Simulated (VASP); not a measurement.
# Si (Cmmm) in VASP: notebook

Runs on Si. Level: PBE. Tasks: single point, relaxation of cell and atoms.

Program: VASP 6.6.1. These are calculated values, not measurements. Logs are shortened: lines on timing, memory, paths and dates and some standing lists are left out, and cuts for length are marked.

## (1) The cell of the first run

The structure is orthorhombic, space group Cmmm (No. 65). Conventional cell: a = 2.660 Å, b = 4.500 Å, c = 2.498 Å, α = 90.00°, β = 90.00°, γ = 90.00°. Within 3.3 Å of Si (site symmetry mmm) lie 8 Si at 2.50 to 2.66 Å.

## (2) Single point, PBE

Contents of INCAR:

```
SYSTEM = Si
ALGO     = Normal         ! electronic algorithm
EDIFF    = 1E-7           ! SCF threshold, eV
ENCUT    = 520            ! plane-wave cutoff, eV
GGA      = PE             ! functional
ISIF     = 2              ! what is computed and relaxed
ISMEAR   = 0              ! smearing method
LASPH    = .True.         ! aspherical terms in the spheres
LCHARG   = .False.        ! write CHGCAR
LREAL    = .False.        ! projectors in reciprocal space
LWAVE    = .False.        ! write WAVECAR
NBANDS   = 8              ! bands
NELM     = 60             ! most SCF steps
PREC     = Accurate       ! precision mode
SIGMA    = 0.1            ! smearing width, eV
```

Contents of KPOINTS:

```
k-points
0
Gamma
  8 8 6
  0 0 0
```

Contents of POSCAR:

```
Si
1.0
    1.3298245618     -2.2500592092      0.0000000000
    1.3298245618      2.2500592092      0.0000000000
    0.0000000000      0.0000000000      2.4984880054
Si
1
Direct
    0.5000000000      0.5000000000      0.5000000000
```

Potentials or basis: VASP PAW PBE potentials, release 64 (Si).

Run with:

```bash
$ cat potpaw_PBE.64/Si/POTCAR > POTCAR
$ mpirun -np 1 vasp_std > vasp.out
```

OUTCAR:

```text
SYSTEM = Si
   EDIFF = 1E-7
   ENCUT = 520
   GGA = PE
   ISIF = 2
   ISMEAR = 0
   LASPH = .True.
   LREAL = .False.
   NELM = 60
   PREC = Accurate

 ion  position               nearest neighbor table
   1  0.500  0.500  0.500-

  LATTYP: Found a base centered orthorhombic cell.
 ALAT       =     2.6596491236
 B/A-ratio  =     1.6919970302
 C/A-ratio  =     0.9394051205

  Lattice vectors:

 A1 = (   1.3298245618,  -2.2500592092,   0.0000000000)
 A2 = (   1.3298245618,   2.2500592092,   0.0000000000)
 A3 = (   0.0000000000,   0.0000000000,   2.4984880054)

Analysis of symmetry for initial positions (statically):
=====================================================================
 Subroutine PRICEL returns:
 Original cell was already a primitive cell.

 Routine SETGRP: Setting up the symmetry group for a
 base centered orthorhombic supercell.

 Subroutine GETGRP returns: Found  8 space group operations
 (whereof  8 operations were pure point group operations)
 out of a pool of  8 trial point group operations.

The static configuration has the point symmetry D_2h.

Analysis of symmetry for dynamics (positions and initial velocities):
=====================================================================
 Subroutine PRICEL returns:
 Original cell was already a primitive cell.

 Routine SETGRP: Setting up the symmetry group for a
 base centered orthorhombic supercell.

 Subroutine GETGRP returns: Found  8 space group operations
 (whereof  8 operations were pure point group operations)
 out of a pool of  8 trial point group operations.

The dynamic configuration has the point symmetry D_2h.

 Subroutine INISYM returns: Found  8 space group operations
 (whereof  8 operations are pure point group operations),
 and found     1 'primitive' translations

----------------------------------------------------------------------------------------

                                     Primitive cell

  volume of cell :      14.9519

  direct lattice vectors                    reciprocal lattice vectors
     1.329824562 -2.250059209  0.000000000     0.375989446 -0.222216375  0.000000000
     1.329824562  2.250059209  0.000000000     0.375989446  0.222216375  0.000000000
     0.000000000  0.000000000  2.498488005     0.000000000  0.000000000  0.400242066

  length of vectors
     2.613656406  2.613656406  2.498488005     0.436747273  0.436747273  0.400242066

  position of ions in fractional coordinates (direct lattice)
     0.500000000  0.500000000  0.500000000

  ion indices of the primitive-cell ions
   primitive index   ion index
                 1           1

----------------------------------------------------------------------------------------

 KPOINTS: k-points

Automatic generation of k-mesh.
 Grid dimensions read from file:
 generate k-points for:    8    8    6

 Generating k-lattice:

  Cartesian coordinates                     Fractional coordinates (reciprocal lattice)
     0.046998681 -0.027777047  0.000000000     0.125000000  0.000000000  0.000000000
     0.046998681  0.027777047  0.000000000     0.000000000  0.125000000  0.000000000
     0.000000000  0.000000000  0.066707011     0.000000000  0.000000000  0.166666667

  Length of vectors
     0.054593409  0.054593409  0.066707011

  Shift w.r.t. Gamma in fractional coordinates (k-lattice)
     0.000000000  0.000000000  0.000000000

 Subroutine IBZKPT returns following result:
 ===========================================

 Found     84 irreducible k-points:

 Following reciprocal coordinates:
            Coordinates               Weight
  0.000000  0.000000  0.000000      1.000000
  0.125000 -0.000000  0.000000      4.000000
  0.250000 -0.000000  0.000000      4.000000
  0.375000 -0.000000  0.000000      4.000000
  0.500000 -0.000000  0.000000      2.000000
  0.125000  0.125000  0.000000      2.000000
[... 16 lines left out ...]
  0.125000 -0.000000  0.166667      8.000000
  0.250000 -0.000000  0.166667      8.000000
 [... further k-points ...]
   k-points           NKPTS =     84   k-points in BZ     NKDIM =     84   number of bands    NBANDS=      8
   number of dos      NEDOS =    301   number of ions     NIONS =      1
   total plane-waves  NPLWV =   8000
   dimension x,y,z NGX =    20 NGY =   20 NGZ =   20
   dimension x,y,z NGXF=    40 NGYF=   40 NGZF=   40
   ions per type =               1
   NGX,Y,Z   is equivalent  to a cutoff of  12.72, 12.72, 13.31 a.u.
   NGXF,Y,Z  is equivalent  to a cutoff of  25.44, 25.44, 26.62 a.u.
 SYSTEM =  Si
   PREC   = accura    normal or accurate (medium, high low for compatibility)
   ISTART =      0    job   : 0-new  1-cont  2-samecut
   ICHARG =      2    charge: 1-file 2-atom 10-const
   ISPIN  =      1    spin polarized calculation?
   LNONCOLLINEAR =      F non collinear calculations
   LSORBIT =      F    spin-orbit coupling
   LASPH  =      T    aspherical Exc in radial PAW
   ENCUT  =  520.0 eV  38.22 Ry    6.18 a.u.   4.86  4.86  4.65*2*pi/ulx,y,z
   NELM   =     60;   NELMIN=  2; NELMDL= -5     # of ELM steps
   EDIFF  = 0.1E-06   stopping-criterion for ELM
   LREAL  =      F    real-space projection
   EDIFFG = 0.1E-05   stopping-criterion for IOM
   NSW    =      0    number of steps for IOM
   IBRION =     -1    ionic relax: 0-MD 1-quasi-New 2-CG
   NFREE  =      0    steps in history (QN), initial steepest desc. (CG)
   ISIF   =      2    stress and relaxation
   ISYM   =      2    0-nonsym 1-usesym 2-fastsym
   POTIM  = 0.5000    time-step for ionic-motion
   TEBEG  =    0.0;   TEEND  =   0.0 temperature during run
   PSTRESS=    0.0 pullay stress
   NELECT =       4.0000    total number of electrons
   NUPDOWN=      -1.0000    fix difference up-down
   EMIN   =  10.00;   EMAX   =-10.00  energy-range for DOS
   EFERMI =   0.00;   METHOD = LEGACY
   ISMEAR =     0;   SIGMA  =   0.10  broadening in eV -4-tet -1-fermi 0-gaus
   EFERMI_NEDOS =   21; number of points for ismear=-14 and -15
   IALGO  =     38    algorithm
   IMIX   =      4    mixing-type and parameters
     AMIX     =   0.40;   BMIX     =  1.00
     AMIX_MAG =   1.60;   BMIX_MAG =  1.00
  volume/ion in A,a.u.               =      14.95       100.90
  Fermi-wavevector in a.u.,A,eV,Ry     =   1.054864  1.993403 15.139709  1.112737
  Thomas-Fermi vector in A             =   2.190040
   LORBIT       =      0    0 simple, 1 ext, 2 COOP (PROOUT), +10 PAW based schemes
   GGA     = PE    functional components
   LHFCALC =     F    Hartree Fock is set to
   AEXX    =    0.0000 exact exchange contribution
   IVDW    =     0    specifies the selected vdW correction
   LEPSILON=     F    determine dielectric tensor
   LRPA    =     F    only Hartree local field effects (RPA)
 non-spin polarized calculation
 Gauss-broadening in eV      SIGMA  =   0.10
  energy-cutoff  :      520.00
  volume of cell :       14.95
 maximum number of plane-waves:       415
   NGX =  9   NGY =  9   NGZ =  9

 number of electron       4.0000000 magnetization

 Free energy of the ion-electron system (eV)
  ---------------------------------------------------
  ext. energy  EPLUGINS =         0.00000000
  ---------------------------------------------------
  free energy    TOTEN  =        -5.17787762 eV

  energy without entropy =       -5.17559949  energy(sigma->0) =       -5.17673855

 E-fermi :   9.1632     XC(G=0): -10.9900

 val. band max:        9.1295295622   @ k =   0.3750   0.2500   0.3333
 cond. band min:       9.2026872232   @ k =  -0.3750   0.2500   0.1667
 fundamental gap:      0.0731576610
 Fermi energy:         9.1631590874

 k-point     1 :       0.0000    0.0000    0.0000
  band No.  band energies     occupation
      1      -4.5276      2.00000
      2      16.8302      0.00000
      3      17.0217      0.00000
      4      19.5553      0.00000
      5      20.0274      0.00000
      6      21.3609      0.00000
      7      22.1574      0.00000
      8      27.1466      0.00000

 k-point     2 :       0.1250   -0.0000    0.0000
  band No.  band energies     occupation
      1      -4.0968      2.00000
      2      14.8800      0.00000
      3      17.3839      0.00000
      4      17.9149      0.00000
      5      18.2346      0.00000
      6      21.8334      0.00000
      7      24.4517      0.00000
      8      29.8103      0.00000

 k-point     3 :       0.2500   -0.0000    0.0000
  band No.  band energies     occupation
      1      -2.8116      2.00000
      2      10.3359      0.00000
      3      16.3148      0.00000
      4      17.2124      0.00000
      5      18.4604      0.00000
      6      22.3815      0.00000
      7      28.4030      0.00000
      8      29.9834      0.00000

 k-point     4 :       0.3750   -0.0000    0.0000
  band No.  band energies     occupation
      1      -0.6971      2.00000
      2       6.0003      2.00000
      3      15.2463      0.00000
      4      16.4676      0.00000
      5      20.1870      0.00000
      6      24.1184      0.00000
      7      26.4387      0.00000
      8      30.3082      0.00000

 k-point     5 :       0.5000   -0.0000    0.0000
  band No.  band energies     occupation
      1       1.8197      2.00000
      2       2.7244      2.00000
      3      14.8870      0.00000
      4      16.1752      0.00000
      5      21.7608      0.00000
      6      24.2236      0.00000
      7      26.0972      0.00000
      8      27.8936      0.00000
[... 177 lines left out ...]
 k-point    22 :       0.0000    0.0000    0.1667
  band No.  band energies     occupation
      1      -3.8979      2.00000
      2      10.9406      0.00000
      3      20.0484      0.00000
      4      20.5179      0.00000
      5      21.8519      0.00000
      6      22.5165      0.00000
      7      22.8182      0.00000
      8      27.7584      0.00000

 k-point    23 :       0.1250   -0.0000    0.1667
  band No.  band energies     occupation
      1      -3.4683      2.00000
      2      11.2197      0.00000
      3      16.3117      0.00000
      4      18.6167      0.00000
      5      21.0426      0.00000
      6      24.6428      0.00000
      7      25.0274      0.00000
      8      29.2207      0.00000

 k-point    24 :       0.2500   -0.0000    0.1667
  band No.  band energies     occupation
      1      -2.1864      2.00000
      2      10.5362      0.00000
      3      13.1455      0.00000
      4      16.8561      0.00000
      5      19.3709      0.00000
      6      25.7248      0.00000
      7      26.9023      0.00000
      8      28.8096      0.00000

 [... further k-points ...]

------------------------ aborting loop because EDIFF is reached ----------------------------------------

  FORCE on cell =-STRESS in cart. coord.  units (eV):
  Direction    XX          YY          ZZ          XY          YZ          ZX
  --------------------------------------------------------------------------------------
  -------------------------------------------------------------------------------------
  Total        0.4930747      0.2096134     -0.4698854      0.0000000      0.0000000      0.0000000
  in kB       52.8357292     22.4612541    -50.3508716      0.0000000      0.0000000      0.0000000
  external PRESSURE =       8.3153706 kB  Pullay stress =       0.0000000 kB

 VOLUME and BASIS-vectors are now :
 -----------------------------------------------------------------------------
  energy-cutoff  :      520.00
  volume of cell :       14.95
      direct lattice vectors                 reciprocal lattice vectors
     1.329824562 -2.250059209  0.000000000     0.375989446 -0.222216375  0.000000000
     1.329824562  2.250059209  0.000000000     0.375989446  0.222216375  0.000000000
     0.000000000  0.000000000  2.498488005     0.000000000  0.000000000  0.400242066

 POSITION                                       TOTAL-FORCE (eV/Angst)
 -----------------------------------------------------------------------------------
      1.32982      0.00000      1.24924         0.000000      0.000000      0.000000
 -----------------------------------------------------------------------------------
    total drift:                               -0.000000     -0.000000     -0.000000

  FREE ENERGIE OF THE ION-ELECTRON SYSTEM (eV)
  ---------------------------------------------------
  free  energy   TOTEN  =        -5.1778776218 eV

  energy  without entropy=       -5.1755994855  energy(sigma->0) =       -5.17673855
```

Run time: 3.5 s. Hardware: 1 thread of Intel Xeon 6975P-C (Granite Rapids), shared host; peak memory 0.12 GiB.

What came out:

| Quantity | Value |
| --- | --- |
| Free energy | -5.1779 eV |
| Pressure | 0.8 GPa |
| Band gap on the k mesh | zero (bands 2 and 3 overlap by 10.04 eV) |

Stress tensor (GPa, compression positive):
```
 5.28  0.00  0.00
 0.00  2.25  0.00
 0.00  0.00 -5.04
```

Caveat: the k points lie up to 0.42 Å⁻¹ apart, too coarse for converged energies and pressures of a metal.

## (3) Single point, PBE

This run uses another cell than the first one, of 15.10 Å³/atom.

Contents of INCAR:

```
PREC = Accurate
ENCUT = 520
EDIFF = 1E-6
ISMEAR = 0
SIGMA = 0.1
LREAL = False
LASPH = True
NELM = 60
ALGO = Normal
ISIF = 2
LWAVE = False
LCHARG = False
GGA = PE
NBANDS = 8
```

Contents of KPOINTS:

```
Automatic mesh
0
Gamma
  24 24 22
```

Contents of POSCAR:

```
Si
1.0
    1.3241336706     -2.2927020057      0.0000000000
    1.3241336706      2.2927020057      0.0000000000
    0.0000000000      0.0000000000      2.4873848082
Si
1
Direct
    0.5000000000      0.5000000000      0.5000000000
```

Potentials or basis: VASP PAW PBE potentials, release 64 (Si).

Run with:

```bash
$ cat potpaw_PBE.64/Si/POTCAR > POTCAR
$ mpirun -np 1 vasp_std > vasp.out
```

Run time: 50 s. Hardware: 1 thread of Intel Xeon 6975P-C (Granite Rapids), shared host; peak memory 0.28 GiB.

Results (log left out):

```
Free energy            : -5.1169 eV
Pressure               : 0.0 GPa
Band gap on the k mesh : zero (bands 2 and 3 overlap by 11.94 eV)
```

Levels at points of the mesh, in eV from the Fermi level:
| k point | band 1 | band 2 | band 3 | band 4 | band 5 | band 6 |
| --- | --- | --- | --- | --- | --- | --- |
| (0.00, 0.00, 0.00) | -13.90 | 7.47 | 7.84 | 10.00 | 10.01 | 12.12 |
| (0.50, 0.00, 0.00) | -7.60 | -6.66 | 4.98 | 6.45 | 12.52 | 15.02 |
| (0.50, 0.50, 0.00) | -7.59 | -6.66 | 4.97 | 6.45 | 12.52 | 15.02 |
| (0.00, 0.00, 0.50) | -9.13 | -7.04 | 13.49 | 13.50 | 14.82 | 14.83 |
| (0.50, 0.00, 0.50) | -2.88 | -2.11 | -2.01 | 1.56 | 8.54 | 12.13 |
| (0.50, 0.50, 0.50) | -2.88 | -2.10 | -2.00 | 1.56 | 8.53 | 12.12 |

(Continued in part 2 of 2.)
